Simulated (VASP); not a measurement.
A run of VASP 6.6.1 is set up as follows.

The input INCAR:

```
SYSTEM = Bi2Te3
ALGO     = Normal         ! electronic algorithm
EDIFF    = 1E-8           ! SCF threshold, eV
ENCUT    = 520            ! plane-wave cutoff, eV
GGA      = CA             ! functional
ISIF     = 2              ! what is computed and relaxed
ISMEAR   = -1             ! smearing method
LASPH    = .TRUE.         ! aspherical terms in the spheres
LCHARG   = .FALSE.        ! write CHGCAR
LEFG     = .TRUE.       
LREAL    = .FALSE.        ! projectors in reciprocal space
LWAVE    = .FALSE.        ! write WAVECAR
NBANDS   = 32             ! bands
NELM     = 80             ! most SCF steps
PREC     = Accurate       ! precision mode
SIGMA    = 0.08           ! smearing width, eV
```

The input KPOINTS:

```
k-points
0
G
  8 8 8
  0 0 0
```

POSCAR

```
Bi2Te3
1.0
    2.2085012539      1.2750787934      9.6482699000
   -2.2085012539      1.2750787934      9.6482699000
    0.0000000000     -2.5501575869      9.6482699000
Bi Te
2 3
Direct
    0.8120000000      0.8120000000      0.8120000000
    0.4020000000      0.4020000000      0.4020000000
    0.6110000000      0.6110000000      0.6110000000
    0.2000000000      0.2000000000      0.2000000000
    0.0000000000      0.0000000000      0.0000000000
```

Potentials or basis: VASP PAW LDA potentials, release 64 (Bi_d, Te).

Run with:

```sh
$ cat potpaw_LDA.64/Bi_d/POTCAR potpaw_LDA.64/Te/POTCAR > POTCAR
$ mpirun -np 1 vasp_std > vasp.out
```

(1) Predict the band gap on the k mesh.

(2) Estimate the pressure.

(3) What does it give for the largest force?

## Answers

(1) zero (band 24 reaches 6.68 eV, above the bottom of band 25 at 6.47 eV).

(2) -0.2 GPa.

(3) 1.191 eV/Å.

Caveat: the cell differs from its parent crystal (zz strain of -3 %); without QUAD_EFG the Cq values of the log hold for a quadrupole moment of 1 mb, not for the nuclei; spin-orbit coupling is left out, which moves the levels of the heavy elements; forces of over 1 eV/Å act on the atoms, so gaps and moduli don't describe the material at rest.
